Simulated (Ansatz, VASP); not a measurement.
Pb: VASP beside Ansatz

```
Pb
1.0
     0.00000    2.47502    2.47502
     2.47502    0.00000    2.47502
     2.47502    2.47502    0.00000
Pb
1
Direct
  0.00000 0.00000 0.00000
```

Alike in both runs: task single point; functional PBE; k mesh 16 × 16 × 16; occupations gaussian, width 0.05 eV; no spin polarisation.

|  | VASP | Ansatz |
| --- | --- | --- |
| version | VASP 6.6.1 | Ansatz 0.2.0 |
| potentials or method | VASP PAW PBE potentials, release 64 (Pb_d), cutoff 520 eV | scalar-relativistic, plane waves, PAW |
| valence electrons in the cell | 14 | 14 |

|  | VASP | Ansatz | Ansatz less VASP |
| --- | --- | --- | --- |
| gap on the k mesh at the Fermi level (eV) | none | none | - |
| pressure (GPa) | 2.2 | 2.3 | +0.06 |

A gap of «none» marks a metal or a gap that the smearing closes.

Neither program's run includes spin-orbit coupling.
